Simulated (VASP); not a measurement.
# Hf (I4_1/amd) in VASP: a series of runs

Runs on Hf. Level: PBE. Tasks: relaxation of cell and atoms.

Everything below comes from runs of VASP 6.6.1. Logs are shortened: lines on timing, memory, paths and dates and some standing lists are left out, and cuts for length are marked.

## 1. The cell of the first run

Symmetry: I4_1/amd, No. 141, tetragonal system. Conventional cell: a = 5.133 Å, b = 5.133 Å, c = 2.812 Å, α = 90.00°, β = 90.00°, γ = 90.00°. Hf (site symmetry -4m2) has 10 Hf at 2.66 to 3.32 Å within 3.5 Å.

## 2. Relaxation of cell and atoms, PBE, target pressure 30 GPa, at which the enthalpy is minimised

INCAR

```
SYSTEM = Hf
PREC = Accurate
ENCUT = 600
EDIFF = 1E-7
ISMEAR = -1
SIGMA = 0.08
LREAL = .False.
LASPH = .True.
NELM = 60
ALGO = Normal
ISIF = 3
LWAVE = .False.
LCHARG = .False.
GGA = PE
IBRION = 2
NSW = 32
EDIFFG = -0.005
PSTRESS = 300.0
```

KPOINTS

```
regular mesh
0
Gamma
  15 15 15
  0 0 0
```

POSCAR

```
Hf
1.0
   -2.5666453123      2.5666453123      1.4058311406
    2.5666453123     -2.5666453123      1.4058311406
    2.5666453123      2.5666453123     -1.4058311406
Hf
2
Direct
   -0.3750000000     -0.1250000000     -0.2500000000
    0.3750000000      0.1250000000      0.2500000000
```

Potentials or basis: VASP PAW PBE potentials, release 64 (Hf_pv).

The run is started by

```
cat potpaw_PBE.64/Hf_pv/POTCAR > POTCAR
mpirun -np 1 vasp_std > vasp.out
```

OUTCAR:

```text
SYSTEM = Hf
   PREC = Accurate
   ENCUT = 600
   EDIFF = 1E-7
   ISMEAR = -1
   LREAL = .False.
   LASPH = .True.
   NELM = 60
   ISIF = 3
   GGA = PE
   IBRION = 2
   NSW = 32
   EDIFFG = -0.005
   PSTRESS = 300.0

 ion  position               nearest neighbor table
   1  0.625  0.875  0.750-   2 2.66   2 2.66   2 2.66   2 2.66   2 3.32   2 3.32   2 3.32   2 3.32

   2  0.375  0.125  0.250-   1 2.66   1 2.66   1 2.66   1 2.66   1 3.32   1 3.32   1 3.32   1 3.32

  LATTYP: Found a body centered tetragonal cell.
 ALAT       =     5.1332906246
 C/A-ratio  =     0.5477309755

  Lattice vectors:

 A1 = (  -2.5666453123,   2.5666453123,   1.4058311406)
 A2 = (   2.5666453123,  -2.5666453123,   1.4058311406)
 A3 = (   2.5666453123,   2.5666453123,  -1.4058311406)

Analysis of symmetry for initial positions (statically):
=====================================================================
 Subroutine PRICEL returns:
 Original cell was already a primitive cell.

 Routine SETGRP: Setting up the symmetry group for a
 body centered tetragonal supercell.

 Subroutine GETGRP returns: Found 16 space group operations
 (whereof  4 operations were pure point group operations)
 out of a pool of 16 trial point group operations.

The static configuration has the point symmetry C_2h.
 The point group associated with its full space group is D_4h.

Analysis of symmetry for dynamics (positions and initial velocities):
=====================================================================
 Subroutine PRICEL returns:
 Original cell was already a primitive cell.

 Routine SETGRP: Setting up the symmetry group for a
 body centered tetragonal supercell.

 Subroutine GETGRP returns: Found 16 space group operations
 (whereof  4 operations were pure point group operations)
 out of a pool of 16 trial point group operations.

The dynamic configuration has the point symmetry C_2h.
 The point group associated with its full space group is D_4h.

 Subroutine INISYM returns: Found 16 space group operations
 (whereof  4 operations are pure point group operations),
 and found     1 'primitive' translations

----------------------------------------------------------------------------------------

                                     Primitive cell

  volume of cell :      37.0446

  direct lattice vectors                    reciprocal lattice vectors
    -2.566645312  2.566645312  1.405831141     0.000000000  0.194806816  0.355661491
     2.566645312 -2.566645312  1.405831141     0.194806816  0.000000000  0.355661491
     2.566645312  2.566645312 -1.405831141     0.194806816  0.194806816  0.000000000

  length of vectors
     3.892518146  3.892518146  3.892518146     0.405517930  0.405517930  0.275498441

  position of ions in fractional coordinates (direct lattice)
     0.625000000  0.875000000  0.750000000
     0.375000000  0.125000000  0.250000000

  ion indices of the primitive-cell ions
   primitive index   ion index
                 1           1
                 2           2

----------------------------------------------------------------------------------------

 KPOINTS: regular mesh

Automatic generation of k-mesh.
 Grid dimensions read from file:
 generate k-points for:   15   15   15

 Generating k-lattice:

  Cartesian coordinates                     Fractional coordinates (reciprocal lattice)
     0.000000000  0.012987121  0.023710766     0.066666667 -0.000000000  0.000000000
     0.012987121  0.000000000  0.023710766    -0.000000000  0.066666667  0.000000000
     0.012987121  0.012987121  0.000000000     0.000000000  0.000000000  0.066666667

  Length of vectors
     0.027034529  0.027034529  0.018366563

  Shift w.r.t. Gamma in fractional coordinates (k-lattice)
     0.000000000  0.000000000  0.000000000

 Subroutine IBZKPT returns following result:
 ===========================================

 Found    288 irreducible k-points:

 Following reciprocal coordinates:
            Coordinates               Weight
  0.000000  0.000000  0.000000      1.000000
  0.066667 -0.000000  0.000000      8.000000
  0.133333  0.000000  0.000000      8.000000
  0.200000  0.000000  0.000000      8.000000
  0.266667  0.000000  0.000000      8.000000
  0.333333  0.000000  0.000000      8.000000
[... 16 lines left out ...]
  0.133333  0.133333  0.000000      8.000000
  0.200000  0.133333  0.000000     16.000000
 [... further k-points ...]
   k-points           NKPTS =    288   k-points in BZ     NKDIM =    288   number of bands    NBANDS=     14
   number of dos      NEDOS =    301   number of ions     NIONS =      2
   total plane-waves  NPLWV =  32768
   dimension x,y,z NGX =    32 NGY =   32 NGZ =   32
   dimension x,y,z NGXF=    64 NGYF=   64 NGZF=   64
   ions per type =               2
   NGX,Y,Z   is equivalent  to a cutoff of  13.67, 13.67, 13.67 a.u.
   NGXF,Y,Z  is equivalent  to a cutoff of  27.33, 27.33, 27.33 a.u.
 SYSTEM =  Hf
   PREC   = accura    normal or accurate (medium, high low for compatibility)
   ISTART =      0    job   : 0-new  1-cont  2-samecut
   ICHARG =      2    charge: 1-file 2-atom 10-const
   ISPIN  =      1    spin polarized calculation?
   LNONCOLLINEAR =      F non collinear calculations
   LSORBIT =      F    spin-orbit coupling
   LASPH  =      T    aspherical Exc in radial PAW
   ENCUT  =  600.0 eV  44.10 Ry    6.64 a.u.   7.77  7.77  7.77*2*pi/ulx,y,z
   NELM   =     60;   NELMIN=  2; NELMDL= -5     # of ELM steps
   EDIFF  = 0.1E-06   stopping-criterion for ELM
   LREAL  =      F    real-space projection
   EDIFFG = -.5E-02   stopping-criterion for IOM
   NSW    =     32    number of steps for IOM
   IBRION =      2    ionic relax: 0-MD 1-quasi-New 2-CG
   NFREE  =      1    steps in history (QN), initial steepest desc. (CG)
   ISIF   =      3    stress and relaxation
   ISYM   =      2    0-nonsym 1-usesym 2-fastsym
   POTIM  = 0.5000    time-step for ionic-motion
   TEBEG  =    0.0;   TEEND  =   0.0 temperature during run
   PSTRESS=  300.0 pullay stress
   NELECT =      20.0000    total number of electrons
   NUPDOWN=      -1.0000    fix difference up-down
   EMIN   =  10.00;   EMAX   =-10.00  energy-range for DOS
   EFERMI =   0.00;   METHOD = LEGACY
   ISMEAR =    -1;   SIGMA  =   0.08  broadening in eV -4-tet -1-fermi 0-gaus
   EFERMI_NEDOS =   21; number of points for ismear=-14 and -15
   IALGO  =     38    algorithm
   IMIX   =      4    mixing-type and parameters
     AMIX     =   0.40;   BMIX     =  1.00
     AMIX_MAG =   1.60;   BMIX_MAG =  1.00
  volume/ion in A,a.u.               =      18.52       124.99
  Fermi-wavevector in a.u.,A,eV,Ry     =   1.333040  2.519080 24.177496  1.776996
  Thomas-Fermi vector in A             =   2.461929
   LORBIT       =      0    0 simple, 1 ext, 2 COOP (PROOUT), +10 PAW based schemes
   GGA     = PE    functional components
   LHFCALC =     F    Hartree Fock is set to
   AEXX    =    0.0000 exact exchange contribution
   IVDW    =     0    specifies the selected vdW correction
   LEPSILON=     F    determine dielectric tensor
   LRPA    =     F    only Hartree local field effects (RPA)
 conjugate gradient relaxation of ions
 non-spin polarized calculation
  energy-cutoff  :      600.00
  volume of cell :       37.04
 maximum number of plane-waves:      1258
   NGX = 15   NGY = 15   NGZ = 15

--------------------------------------- Ionic step        1  -------------------------------------------

 number of electron      20.0000000 magnetization

 Free energy of the ion-electron system (eV)
  ---------------------------------------------------
  ext. energy  EPLUGINS =         0.00000000
  ---------------------------------------------------
  free energy    TOTEN  =       -17.83015893 eV

  energy without entropy =      -17.78455711  energy(sigma->0) =      -17.80735802

------------------------ aborting loop because EDIFF is reached ----------------------------------------

  FORCE on cell =-STRESS in cart. coord.  units (eV):
  Direction    XX          YY          ZZ          XY          YZ          ZX
  --------------------------------------------------------------------------------------
  -------------------------------------------------------------------------------------
  Total        6.7702460      6.7702460      6.8135420      0.0000000      0.0000000      0.0000000
  in kB      292.8128740    292.8128740    294.6854260      0.0000000      0.0000000      0.0000000
  external PRESSURE =      -6.5629420 kB  Pullay stress =     300.0000000 kB
[... 137 lines left out ...]
  enthalpy is  TOTEN    =       -10.8940197752 eV   P V=        6.9116780537

--------------------------------------- Ionic step        5  -------------------------------------------

 number of electron      20.0000000 magnetization

 Free energy of the ion-electron system (eV)
  ---------------------------------------------------
  ext. energy  EPLUGINS =         0.00000000
  ---------------------------------------------------
  free energy    TOTEN  =       -17.80590380 eV

  energy without entropy =      -17.76041172  energy(sigma->0) =      -17.78315776

 E-fermi :   5.8110     XC(G=0): -12.1489

 val. band max:        5.8106457367   @ k =  -0.2667   0.4000   0.0667
 cond. band min:       5.8142953903   @ k =  -0.2667   0.1333   0.0667
 fundamental gap:      0.0036496536
 Fermi energy:         5.8110262865

 k-point     1 :       0.0000    0.0000    0.0000
  band No.  band energies     occupation
      1     -24.9280      2.00000
      2     -24.9280      2.00000
      3     -23.3021      2.00000
      4     -23.2782      2.00000
      5     -23.2604      2.00000
      6     -23.2604      2.00000
      7      -1.5035      2.00000
      8       1.7210      2.00000
      9       4.3821      2.00000
     10       4.6322      2.00000
     11       5.9850      0.20411
     12      10.2049      0.00000
     13      10.2049      0.00000
     14      10.4232      0.00000
[... 375 lines left out ...]
 k-point    24 :       0.2000    0.1333    0.0000
  band No.  band energies     occupation
      1     -24.7912      2.00000
      2     -24.7117      2.00000
      3     -24.2664      2.00000
      4     -24.1968      2.00000
      5     -23.3531      2.00000
      6     -23.2651      2.00000
      7       1.6220      2.00000
      8       3.0710      2.00000
      9       4.4022      2.00000
     10       4.8364      1.99999
     11       6.0815      0.06581
     12       7.9707      0.00000
     13       8.5742      0.00000
     14      10.0736      0.00000

 [... further k-points ...]
[... 5 lines left out ...]
  --------------------------------------------------------------------------------------
  -------------------------------------------------------------------------------------
  Total        6.9091347      6.9091347      6.9119034      0.0000000     -0.0000000      0.0000000
  in kB      299.8810447    299.8810447    300.0012127      0.0000000     -0.0000000      0.0000000
  external PRESSURE =      -0.0788993 kB  Pullay stress =     300.0000000 kB
[... 17 lines left out ...]
  FREE ENERGIE OF THE ION-ELECTRON SYSTEM (eV)
  ---------------------------------------------------
  free  energy   TOTEN  =       -17.8059038003 eV

  energy  without entropy=      -17.7604117173  energy(sigma->0) =      -17.78315776

  enthalpy is  TOTEN    =       -10.8940283874 eV   P V=        6.9118754129

 reached required accuracy - stopping structural energy minimisation
```

Wall time 9.8 min (1 thread of Oxide Virtual Turin-like, shared host); peak memory 0.27 GiB.

Results:

```
Free energy                                            : -17.8059 eV
Relaxed volume                                         : 18.46 Å³/atom
Relaxed cell                                           : a = 3.887 Å, b = 3.887 Å, c = 3.887 Å, α = 97.51°, β = 97.51°, γ = 137.62°
Space group after relaxing (to 0.05 Å)                 : I4_1/amd (No. 141)
Energy change on relaxing (the enthalpy is what falls) : +12.1 meV/atom
Ionic steps                                            : 5
Pressure after relaxing                                : 30.0 GPa
Band gap on the k mesh                                 : zero (band 10 reaches 6.29 eV, above the bottom of band 11 at 5.09 eV)
```

The path:
```tsv
step	energy change (eV)	largest force (eV/Å)	pressure (GPa)	volume (Å³)
1	0.0000	0.0000	29.34	37.04
2	0.0768	0.0000	31.38	36.64
3	0.0250	0.0000	30.01	36.91
4	0.0245	0.0000	30.00	36.91
5	0.0243	0.0000	29.99	36.91
```

Final structure:
```yaml
crystal:
  lattice:
    - [-2.56272, 2.56272, 1.40515]
    - [2.56272, -2.56272, 1.40515]
    - [2.56272, 2.56272, -1.40515]
  atoms:
    - { symbol: Hf, position: [0.62500, 0.87500, 0.75000] }
    - { symbol: Hf, position: [0.37500, 0.12500, 0.25000] }
```

Caveat: the cell is relaxed towards a set pressure, so the enthalpy falls and the energy may rise; spin-orbit coupling is left out, which moves the levels of the heavy elements.

## 3. Relaxation of cell and atoms, PBE, target pressure 30 GPa, at which the enthalpy is minimised

This run uses another cell than the first one, of 18.64 Å³/atom, 1.007 times its volume.

INCAR

```
  PREC = Accurate
  ENCUT = 600
  EDIFF = 1E-6
  ISMEAR = -1
  SIGMA = 0.08
  LREAL = False
  LASPH = True
  NELM = 80
  ALGO = Normal
  ISIF = 3
  LWAVE = False
  LCHARG = False
  GGA = PE
  IBRION = 2
  NSW = 60
  EDIFFG = -0.005
  PSTRESS = 300.0
```

KPOINTS

```
regular mesh
0
Gamma
  15 15 15
```

POSCAR

```
Hf
1.0
   -2.5686606773      2.5686606773      1.4127633725
    2.5686606773     -2.5686606773      1.4127633725
    2.5686606773      2.5686606773     -1.4127633725
Hf
2
Direct
   -0.3750000000     -0.1250000000     -0.2500000000
    0.3750000000      0.1250000000      0.2500000000
```

Potentials or basis: VASP PAW PBE potentials, release 64 (Hf_pv).

The run is started by

```
cat potpaw_PBE.64/Hf_pv/POTCAR > POTCAR
mpirun -np 1 vasp_std > vasp.out
```

OUTCAR:

```text
PREC = Accurate
   ENCUT = 600
   EDIFF = 1E-6
   ISMEAR = -1
   LREAL = False
   LASPH = True
   NELM = 80
   ISIF = 3
   GGA = PE
   IBRION = 2
   NSW = 60
   EDIFFG = -0.005
   PSTRESS = 300.0

 ion  position               nearest neighbor table
   1  0.625  0.875  0.750-   2 2.66   2 2.66   2 2.66   2 2.66   2 3.33   2 3.33   2 3.33   2 3.33

   2  0.375  0.125  0.250-   1 2.66   1 2.66   1 2.66   1 2.66   1 3.33   1 3.33   1 3.33   1 3.33

  LATTYP: Found a body centered tetragonal cell.
 ALAT       =     5.1373213546
 C/A-ratio  =     0.5500000000

  Lattice vectors:

 A1 = (  -2.5686606773,   2.5686606773,   1.4127633725)
 A2 = (   2.5686606773,  -2.5686606773,   1.4127633725)
 A3 = (   2.5686606773,   2.5686606773,  -1.4127633725)

[... 337 lines left out ...]

 E-fermi :   5.8127     XC(G=0): -12.1501

 val. band max:        5.8121652523   @ k =  -0.2667   0.4000   0.0667
 cond. band min:       5.8155639763   @ k =  -0.2667   0.1333   0.0667
 fundamental gap:      0.0033987240
 Fermi energy:         5.8127201624

 k-point     1 :       0.0000    0.0000    0.0000
  band No.  band energies     occupation
      1     -24.9268      2.00000
      2     -24.9268      2.00000
      3     -23.3002      2.00000
      4     -23.2763      2.00000
      5     -23.2576      2.00000
      6     -23.2576      2.00000
      7      -1.5023      2.00000
      8       1.7213      2.00000
      9       4.3837      2.00000
     10       4.6344      2.00000
     11       5.9878      0.20153
     12      10.2049      0.00000
     13      10.2049      0.00000
     14      10.4234      0.00000
[... 377 lines left out ...]
      1     -24.7900      2.00000
      2     -24.7105      2.00000
      3     -24.2642      2.00000
      4     -24.1945      2.00000
      5     -23.3505      2.00000
      6     -23.2624      2.00000
      7       1.6233      2.00000
      8       3.0712      2.00000
      9       4.4033      2.00000
     10       4.8375      1.99999
     11       6.0830      0.06593
     12       7.9733      0.00000
     13       8.5770      0.00000
     14      10.0765      0.00000

 [... further k-points ...]
[... 5 lines left out ...]
  --------------------------------------------------------------------------------------
  -------------------------------------------------------------------------------------
  Total        6.9188428      6.9188428      6.9128551      0.0000000      0.0000000     -0.0000000
  in kB      300.3700760    300.3700760    300.1101281      0.0000000      0.0000000     -0.0000000
  external PRESSURE =       0.2834267 kB  Pullay stress =     300.0000000 kB
[... 21 lines left out ...]
  energy  without entropy=      -17.7589001326  energy(sigma->0) =      -17.78164425

  enthalpy is  TOTEN    =       -10.8940700501 eV   P V=        6.9103183225

 reached required accuracy - stopping structural energy minimisation
```

OSZICAR:

```text
N       E                     dE             d eps       ncg     rms          rms(c)
DAV:   1     0.550060417313E+02    0.55006E+02   -0.12730E+04  8064   0.155E+03
DAV:   2    -0.163101749056E+02   -0.71316E+02   -0.69985E+02  9894   0.295E+02
DAV:   3    -0.183692479548E+02   -0.20591E+01   -0.19891E+01 10928   0.320E+01
DAV:   4    -0.183861687807E+02   -0.16921E-01   -0.16891E-01  9188   0.347E+00
[... 34 lines left out ...]
DAV:   1    -0.178046847231E+02   -0.15282E-02   -0.13554E-02  8088   0.960E-01    0.108E-01
DAV:   2    -0.178044467879E+02    0.23794E-03   -0.33658E-04 10692   0.139E-01    0.609E-02
DAV:   3    -0.178043902286E+02    0.56559E-04   -0.94377E-05 10372   0.671E-02    0.550E-02
DAV:   4    -0.178043884175E+02    0.18110E-05   -0.92148E-06 10622   0.225E-02    0.200E-02
DAV:   5    -0.178043883726E+02    0.44966E-07   -0.27376E-07  5088   0.408E-03
   5 F= -.10894070E+02 E0= -.10871326E+02  d E =-.498940E-04
```

CONTCAR:

```text
Hf
   1.00000000000000
    -2.5623528249516161    2.5623528249516161    1.4052368498177643
     2.5623528249516161   -2.5623528249516161    1.4052368498177643
     2.5623528249516161    2.5623528249516161   -1.4052368498177643
  Hf
     2
Direct
     0.6250000000000000    0.8750000000000000    0.7500000000000000
     0.3750000000000000    0.1250000000000000    0.2500000000000000

  0.00000000E+00  0.00000000E+00  0.00000000E+00
  0.00000000E+00  0.00000000E+00  0.00000000E+00
```

Wall time 8.9 min (1 thread of Oxide Virtual Turin-like, shared host); peak memory 0.27 GiB.

What came out:

```yaml
Free_energy: -17.8044 eV
Relaxed_volume: 18.45 Å³/atom
Relaxed_cell: a = 3.887 Å, b = 3.887 Å, c = 3.887 Å, α = 97.51°, β = 97.51°, γ = 137.61°
Space_group_after_relaxing_to_0.05_Å: I4_1/amd (No. 141)
Energy_change_on_relaxing_the_enthalpy_is_what_falls: +34.5 meV/atom
Ionic_steps: 5
Pressure_after_relaxing: 30.0 GPa
Band_gap_on_the_k_mesh: zero (band 10 reaches 6.29 eV, above the bottom of band 11 at 5.09 eV)
```

Step by step:
```tsv
step	energy change (eV)	largest force (eV/Å)	pressure (GPa)	volume (Å³)
1	0.0000	0.0000	28.14	37.29
2	0.2234	0.0000	34.08	36.13
3	0.0687	0.0000	30.02	36.91
4	0.0702	0.0000	30.03	36.90
5	0.0689	0.0000	30.03	36.91
```

Final structure:
```
Hf
1.0
    -2.56235    2.56235    1.40524
     2.56235   -2.56235    1.40524
     2.56235    2.56235   -1.40524
Hf
2
Direct
  0.62500 0.87500 0.75000
  0.37500 0.12500 0.25000
```

Caveat: the cell is relaxed towards a set pressure, so the enthalpy falls and the energy may rise; spin-orbit coupling is left out, which moves the levels of the heavy elements.
